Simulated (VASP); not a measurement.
Here is a VASP 6.6.1 calculation.

File POSCAR:

```
NaI
1.0
    0.0000000000      3.2296283248      3.2296283248
    3.2296283248      0.0000000000      3.2296283248
    3.2296283248      3.2296283248      0.0000000000
Na I
1 1
Direct
    0.0000000000      0.0000000000      0.0000000000
    0.5000000000      0.5000000000      0.5000000000
```

The input INCAR.step1:

```
SYSTEM = NaI
PREC = Accurate
ENCUT = 500
EDIFF = 1E-8
ISMEAR = 0
SIGMA = 0.01
LREAL = .FALSE.
LASPH = .TRUE.
NELM = 80
ALGO = Normal
LWAVE = .TRUE.
LCHARG = .FALSE.
GGA = PE
```

Contents of INCAR.step2:

```
SYSTEM = NaI
PREC = Accurate
ENCUT = 500
EDIFF = 1E-8
ISMEAR = 0
SIGMA = 0.01
LREAL = .FALSE.
LASPH = .TRUE.
NELM = 1
ALGO = Exact
LWAVE = .TRUE.
LCHARG = .FALSE.
GGA = PE
NBANDS = 377
LOPTICS = .TRUE.
ISTART = 1
```

File INCAR.step3:

```
SYSTEM = NaI
PREC = Accurate
ENCUT = 500
EDIFF = 1E-8
ISMEAR = 0
SIGMA = 0.01
LREAL = .FALSE.
LASPH = .TRUE.
ALGO = EVGW0
LWAVE = .FALSE.
LCHARG = .FALSE.
GGA = PE
NELMGW = 1
NBANDS = 377
ENCUTGW = 180.0
NOMEGA = 96
PRECFOCK = Fast
ISTART = 1
NBANDSGW = 16
OMEGAMAX = 20
```

The input KPOINTS:

```
Automatic mesh
0
G
  4 4 4
  0 0 0
```

Potentials or basis: VASP PAW PBE potentials, release 64 (Na_sv_GW, I_GW).

Run with:

```sh
$ cat potpaw_PBE.64/Na_sv_GW/POTCAR potpaw_PBE.64/I_GW/POTCAR > POTCAR
$ cp INCAR.step1 INCAR
$ mpirun -np 1 vasp_std > vasp.out
$ cp INCAR.step2 INCAR
$ mpirun -np 1 vasp_std > vasp.out
$ cp INCAR.step3 INCAR
$ mpirun -np 1 vasp_std > vasp.out
```

Estimate the quasiparticle gap.

5.78 eV.

Predict the least direct quasiparticle gap.

5.78 eV.

Predict the least direct gap of the starting levels on the mesh.

3.65 eV.

Estimate the band gap of the starting levels on the mesh.

3.65 eV.

Caveat: the k points lie up to 0.42 Å⁻¹ apart; bands, screening cutoff and mesh are small and nothing is extrapolated, so the quasiparticle values aren't converged; spin-orbit coupling is left out, which moves the levels of the heavy elements.
